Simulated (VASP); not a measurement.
# GaC30 (a cell with a defect) in VASP: notebook

The runs below take GaC30 (a cell with a defect) through single point, with PBE.

Everything below comes from runs of VASP 6.6.1. Logs are shortened: lines on timing, memory, paths and dates and some standing lists are left out, and cuts for length are marked.

## 1. The cell of the first run

The cell holds a defect, 31 atoms: a = 6.186 Å, b = 6.186 Å, c = 6.186 Å, α = 109.47°, β = 109.47°, γ = 109.47°.

## 2. Single point, PBE

The input, INCAR:

```
ALGO = Normal ; EDIFF = 1E-6
ENCUT = 520 ; GGA = PE
GGA_COMPAT = False ; ISIF = 2
ISMEAR = -1 ; LASPH = True
LCHARG = False ; LREAL = Auto
LWAVE = False ; NBANDS = 88
NELECT = 134.0 ; NELM = 120
PREC = Accurate ; SIGMA = 0.01
```

The input, KPOINTS:

```
k-points
0
Gamma
  1 1 1
```

The input, POSCAR:

```
GaC30
1.0
   -3.5716218665      3.5716218665      3.5716218665
    3.5716218665     -3.5716218665      3.5716218665
    3.5716218665      3.5716218665     -3.5716218665
C Ga
30 1
Direct
    0.0061315030      0.0053313532      0.0051297715
    0.0061351287      0.2548088598      0.7556119251
    0.0022936293      0.5021942799      0.5045421383
    0.0022289922      0.7542754761      0.2524670624
    0.2557587299      0.0039207422      0.7541926153
    0.2534725161      0.2510136424      0.5045276211
    0.2534321670      0.7542263256      0.0012826835
    0.4994838460      0.0183264785      0.4984580291
    0.5055674558      0.2509928727      0.2524491269
    0.5055496329      0.5021240678      0.0012533119
    0.4994753502      0.7481768472      0.7686004055
    0.7552473355      0.0039434103      0.2546862641
    0.7566190874      0.2547945756      0.0050808465
    0.7552241100      0.5044044516      0.7542407411
    0.7696044867      0.7481954003      0.4985152171
    0.0022092799      0.0013513243      0.7516417632
    0.0035075518      0.2522258452      0.5020452531
   -0.0107848745      0.5080470054      0.2583120016
    0.0034893982      0.7517405336      0.0025029989
    0.2532176721      0.0052399906      0.5042411740
    0.2593213698      0.2379542511      0.2582899192
    0.2592929111      0.5079722764     -0.0117391905
    0.2532235917      0.7539595303      0.7555389611
    0.5052866050      0.0051829041      0.2522140866
    0.5030683186      0.2521819512      0.0024862339
    0.5053099162      0.5019338832      0.7555364017
    0.7527106240      0.0014140349      0.0012166746
    0.7527085649      0.2509130935      0.7516601373
    0.7565471768      0.5019509287      0.5043326866
    0.7565226084      0.7540463366      0.2522778980
    0.3794614051      0.6282247172      0.3785479978
```

Potentials or basis: VASP PAW PBE potentials, release 64 (C, Ga_d).

On the command line:

```sh
$ cat potpaw_PBE.64/C/POTCAR potpaw_PBE.64/Ga_d/POTCAR > POTCAR
$ mpirun -np 1 vasp_gam > vasp.out
```

OUTCAR:

```text
EDIFF = 1E-6
   ENCUT = 520
   GGA = PE
   ISIF = 2
   ISMEAR = -1
   LASPH = True
   LREAL = Auto
   NELECT = 134.0
   NELM = 120
   PREC = Accurate

 ion  position               nearest neighbor table
   1  0.006  0.005  0.005-  21 1.53  27 1.55  16 1.55  19 1.56
   2  0.006  0.255  0.756-  22 1.53  28 1.55  16 1.55  17 1.56
   3  0.002  0.502  0.505-  18 1.51  29 1.52  17 1.54  23 1.55
   4  0.002  0.754  0.252-  18 1.51  30 1.52  19 1.54  20 1.55
   5  0.256  0.004  0.754-  25 1.53  20 1.54  23 1.54  16 1.56
   6  0.253  0.251  0.505-  21 1.51  20 1.52  17 1.54  26 1.55
[... 22 lines left out ...]
  29  0.757  0.502  0.504-  15 1.51   3 1.52  14 1.54   9 1.55
  30  0.757  0.754  0.252-  15 1.51   4 1.52  12 1.54  10 1.55
  31  0.379  0.628  0.379-  11 2.04   8 2.04  15 2.04  18 2.04  21 2.04  22 2.04

  LATTYP: Found a body centered cubic cell.
 ALAT       =     7.1432437330

  Lattice vectors:

 A1 = (  -3.5716218665,   3.5716218665,   3.5716218665)
 A2 = (   3.5716218665,  -3.5716218665,   3.5716218665)
 A3 = (   3.5716218665,   3.5716218665,  -3.5716218665)

Analysis of symmetry for initial positions (statically):
=====================================================================
 Subroutine PRICEL returns:
 Original cell was already a primitive cell.

 Routine SETGRP: Setting up the symmetry group for a
 body centered cubic supercell.

 Subroutine GETGRP returns: Found  1 space group operations
 (whereof  1 operations were pure point group operations)
 out of a pool of 48 trial point group operations.

The static configuration has the point symmetry C_1 .

Analysis of symmetry for dynamics (positions and initial velocities):
=====================================================================
 Subroutine PRICEL returns:
 Original cell was already a primitive cell.

 Routine SETGRP: Setting up the symmetry group for a
 body centered cubic supercell.

 Subroutine GETGRP returns: Found  1 space group operations
 (whereof  1 operations were pure point group operations)
 out of a pool of 48 trial point group operations.

The dynamic configuration has the point symmetry C_1 .

 Subroutine INISYM returns: Found  1 space group operations
 (whereof  1 operations are pure point group operations),
 and found     1 'primitive' translations

----------------------------------------------------------------------------------------

                                     Primitive cell

  volume of cell :     182.2453

  direct lattice vectors                    reciprocal lattice vectors
    -3.571621867  3.571621867  3.571621867     0.000000000  0.139992423  0.139992423
     3.571621867 -3.571621867  3.571621867     0.139992423  0.000000000  0.139992423
     3.571621867  3.571621867 -3.571621867     0.139992423  0.139992423  0.000000000

  length of vectors
     6.186230538  6.186230538  6.186230538     0.197979184  0.197979184  0.197979184

  position of ions in fractional coordinates (direct lattice)
     0.006131503  0.005331353  0.005129772
     0.006135129  0.254808860  0.755611925
     0.002293629  0.502194280  0.504542138
     0.002228992  0.754275476  0.252467062
     0.255758730  0.003920742  0.754192615
     0.253472516  0.251013642  0.504527621
[... 23 lines left out ...]
     0.756522608  0.754046337  0.252277898
     0.379461405  0.628224717  0.378547998

  ion indices of the primitive-cell ions
   primitive index   ion index
                 1           1
                 2           2
                 3           3
                 4           4
                 5           5
                 6           6
[... 23 lines left out ...]
                30          30
                31          31

----------------------------------------------------------------------------------------

 KPOINTS: k-points

Automatic generation of k-mesh.
 Grid dimensions read from file:
 generate k-points for:    1    1    1

 Generating k-lattice:

  Cartesian coordinates                     Fractional coordinates (reciprocal lattice)
     0.000000000  0.139992423  0.139992423     1.000000000  0.000000000  0.000000000
     0.139992423  0.000000000  0.139992423     0.000000000  1.000000000  0.000000000
     0.139992423  0.139992423  0.000000000     0.000000000  0.000000000  1.000000000

  Length of vectors
     0.197979184  0.197979184  0.197979184

  Shift w.r.t. Gamma in fractional coordinates (k-lattice)
     0.000000000  0.000000000  0.000000000

 Subroutine IBZKPT returns following result:
 ===========================================

 Found      1 irreducible k-points:

 Following reciprocal coordinates:
            Coordinates               Weight
  0.000000  0.000000  0.000000      1.000000
   k-points           NKPTS =      1   k-points in BZ     NKDIM =      1   number of bands    NBANDS=     88
   number of dos      NEDOS =    301   number of ions     NIONS =     31
   total plane-waves  NPLWV = 110592
   dimension x,y,z NGX =    48 NGY =   48 NGZ =   48
   dimension x,y,z NGXF=    96 NGYF=   96 NGZF=   96
   ions per type =              30   1
   NGX,Y,Z   is equivalent  to a cutoff of  12.90, 12.90, 12.90 a.u.
   NGXF,Y,Z  is equivalent  to a cutoff of  25.80, 25.80, 25.80 a.u.
 SYSTEM =  unknown system
   PREC   = accura    normal or accurate (medium, high low for compatibility)
   ISTART =      0    job   : 0-new  1-cont  2-samecut
   ICHARG =      2    charge: 1-file 2-atom 10-const
   ISPIN  =      1    spin polarized calculation?
   LNONCOLLINEAR =      F non collinear calculations
   LSORBIT =      F    spin-orbit coupling
   LASPH  =      T    aspherical Exc in radial PAW
   ENCUT  =  520.0 eV  38.22 Ry    6.18 a.u.  11.50 11.50 11.50*2*pi/ulx,y,z
   NELM   =    120;   NELMIN=  2; NELMDL= -5     # of ELM steps
   EDIFF  = 0.1E-05   stopping-criterion for ELM
   LREAL  =      T    real-space projection
   EDIFFG = 0.1E-04   stopping-criterion for IOM
   NSW    =      0    number of steps for IOM
   IBRION =     -1    ionic relax: 0-MD 1-quasi-New 2-CG
   NFREE  =      0    steps in history (QN), initial steepest desc. (CG)
   ISIF   =      2    stress and relaxation
   ISYM   =      2    0-nonsym 1-usesym 2-fastsym
   POTIM  = 0.5000    time-step for ionic-motion
   TEBEG  =    0.0;   TEEND  =   0.0 temperature during run
   PSTRESS=    0.0 pullay stress
   NELECT =     134.0000    total number of electrons
   NUPDOWN=      -1.0000    fix difference up-down
   EMIN   =  10.00;   EMAX   =-10.00  energy-range for DOS
   EFERMI =   0.00;   METHOD = LEGACY
   ISMEAR =    -1;   SIGMA  =   0.01  broadening in eV -4-tet -1-fermi 0-gaus
   EFERMI_NEDOS =   21; number of points for ismear=-14 and -15
   IALGO  =     38    algorithm
   IMIX   =      4    mixing-type and parameters
     AMIX     =   0.40;   BMIX     =  1.00
     AMIX_MAG =   1.60;   BMIX_MAG =  1.00
  volume/ion in A,a.u.               =       5.88        39.67
  Fermi-wavevector in a.u.,A,eV,Ry     =   1.477603  2.792264 29.705726  2.183309
  Thomas-Fermi vector in A             =   2.591986
   LORBIT       =      0    0 simple, 1 ext, 2 COOP (PROOUT), +10 PAW based schemes
   GGA     = PE    functional components
   LHFCALC =     F    Hartree Fock is set to
   AEXX    =    0.0000 exact exchange contribution
   IVDW    =     0    specifies the selected vdW correction
   LEPSILON=     F    determine dielectric tensor
   LRPA    =     F    only Hartree local field effects (RPA)
 non-spin polarized calculation
  energy-cutoff  :      520.00
  volume of cell :      182.25
 maximum number of plane-waves:      2461
 NGX is ok and might be reduce to    48
   NGX = 23   NGY = 23   NGZ = 23

 number of electron     134.0000007 magnetization

 Free energy of the ion-electron system (eV)
  ---------------------------------------------------
  ext. energy  EPLUGINS =         0.00000000
  ---------------------------------------------------
  free energy    TOTEN  =      -254.01566647 eV

  energy without entropy =     -253.98794064  energy(sigma->0) =     -254.00180356

 E-fermi :  11.9902     XC(G=0): -13.2914

 val. band max:       11.9902122916   @ k =   0.0000   0.0000   0.0000
 cond. band min:      11.9902774788   @ k =   0.0000   0.0000   0.0000
 fundamental gap:      0.0000651872
 Fermi energy:        11.9902448852

 k-point     1 :       0.0000    0.0000    0.0000
  band No.  band energies     occupation
      1     -11.7739      2.00000
      2      -7.7982      2.00000
      3      -7.7195      2.00000
      4      -7.7186      2.00000
      5      -7.6206      2.00000
      6      -7.6199      2.00000
[... 71 lines left out ...]
     78      17.1533      0.00000
     79      17.3076      0.00000
 [bands above 79 left out]

------------------------ aborting loop because EDIFF is reached ----------------------------------------

  FORCE on cell =-STRESS in cart. coord.  units (eV):
  Direction    XX          YY          ZZ          XY          YZ          ZX
  --------------------------------------------------------------------------------------
  -------------------------------------------------------------------------------------
  Total       31.7647939     31.8109664     31.7980667    -12.6156238    -12.5678093    -12.6192285
  in kB      279.2545217    279.6604384    279.5470335   -110.9080070   -110.4876541   -110.9396968
  external PRESSURE =     279.4873312 kB  Pullay stress =       0.0000000 kB

 VOLUME and BASIS-vectors are now :
 -----------------------------------------------------------------------------
  energy-cutoff  :      520.00
  volume of cell :      182.25
      direct lattice vectors                 reciprocal lattice vectors
    -3.571621867  3.571621867  3.571621867     0.000000000  0.139992423  0.139992423
     3.571621867 -3.571621867  3.571621867     0.139992423  0.000000000  0.139992423
     3.571621867  3.571621867 -3.571621867     0.139992423  0.139992423  0.000000000

 POSITION                                       TOTAL-FORCE (eV/Angst)
 -----------------------------------------------------------------------------------
      0.01546      0.02118      0.02262         0.176537     -0.012593      0.185905
      3.58693      1.81059     -1.76677         0.182338      0.179399     -0.010087
      3.58749      0.01658     -0.00019        -0.257772      0.310977      0.520753
      3.58774     -1.78431      1.80023        -0.266432      0.530584      0.315168
      1.79422      3.59316     -1.76621        -0.118878      0.165392      0.160705
      1.79320      1.81076     -0.00015         0.306800     -0.253992      0.526257
[... 23 lines left out ...]
      0.89220      0.90989      4.49414         0.253013     -0.308766     -0.535018
      2.24052      0.46354      2.24704        -0.011722     -0.007062     -0.002787
 -----------------------------------------------------------------------------------
    total drift:                                0.050594      0.124599      0.109158

  FREE ENERGIE OF THE ION-ELECTRON SYSTEM (eV)
  ---------------------------------------------------
  free  energy   TOTEN  =      -254.0156664724 eV

  energy  without entropy=     -253.9879406382  energy(sigma->0) =     -254.00180356
```

Run time: 2.2 min. Hardware: 1 thread of Intel Xeon 8259CL, shared host; peak memory 0.3 GiB.

Results:

```
Free energy   : -254.0157 eV
Largest force : 0.673 eV/Å
```

Forces on the atoms (eV/Å):
```
C    0.177 -0.013  0.186
C    0.182  0.179 -0.010
C   -0.258  0.311  0.521
C   -0.266  0.531  0.315
C   -0.119  0.165  0.161
C    0.307 -0.254  0.526
C    0.303  0.531 -0.256
C   -0.150 -0.111 -0.151
C    0.525 -0.259  0.302
C    0.538  0.308 -0.261
C   -0.147 -0.145 -0.111
C    0.178  0.171 -0.128
C    0.002  0.185  0.186
C    0.167 -0.122  0.176
C   -0.111 -0.154 -0.147
C    0.020 -0.181 -0.183
C   -0.167 -0.160  0.134
C    0.103  0.143  0.138
C   -0.159  0.131 -0.161
C   -0.529  0.274 -0.309
C    0.142  0.104  0.138
C    0.139  0.139  0.112
C   -0.530 -0.309  0.275
C   -0.301  0.257 -0.522
C    0.132 -0.165 -0.160
C   -0.308 -0.532  0.261
C   -0.189 -0.185  0.009
C   -0.182  0.013 -0.191
C    0.261 -0.536 -0.310
C    0.253 -0.309 -0.535
Ga  -0.012 -0.007 -0.003
```

Caveat: the k points lie up to 1.24 Å⁻¹ apart; the cell carries a net charge on a neutralising background, which shifts energy and pressure; the cell is charged against a uniform background, so pressure and absolute levels hang on convention.

(Continued in part 2 of 2.)
